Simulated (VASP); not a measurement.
TaAs, 4 atoms in the cell. It takes space group I4_1md (No. 109, tetragonal). Conventional cell: a = 3.501 Å, b = 3.501 Å, c = 11.943 Å, α = 90.00°, β = 90.00°, γ = 90.00°. Ta (site symmetry 2mm) has 6 As at 2.66 to 2.67 Å and 8 Ta at 3.46 to 3.50 Å within 3.6 Å. As (site symmetry 2mm) has 6 Ta at 2.66 to 2.67 Å and 8 As at 3.46 to 3.50 Å within 3.6 Å. 

| Item | Value |
| --- | --- |
| Program | VASP 6.6.1 |
| Task | single point |
| Functional | PBE |
| Potentials or basis | VASP PAW PBE potentials, release 64 (Ta_pv, As) |
| Cutoff | 520 eV |
| k mesh | 16 × 16 × 16 |
| Occupations | gaussian, width 0.05 eV |
| Spin | no spin polarisation |
| Dipole correction | no |
| Further INCAR settings | ALGO = Normal; EDIFF = 1e-06; NBANDS = 24 |

Potentials or basis: VASP PAW PBE potentials, release 64 (Ta_pv, As).

Run with:

```bash
$ cat potpaw_PBE.64/Ta_pv/POTCAR potpaw_PBE.64/As/POTCAR > POTCAR
$ mpirun -np 1 vasp_std > vasp.out
```

Hardware: 1 thread of Intel(R) Xeon(R) Platinum 8259CL CPU @ 2.50GHz (Skylake/Cascade Lake), on a shared host.

Estimate the wall time of this run.

Run time: 16 min on 1 thread of Intel(R) Xeon(R) Platinum 8259CL CPU @ 2.50GHz (Skylake/Cascade Lake), with other jobs on the host, peak memory 0.74 GiB. Counts: scf iterations 13, k points 349.
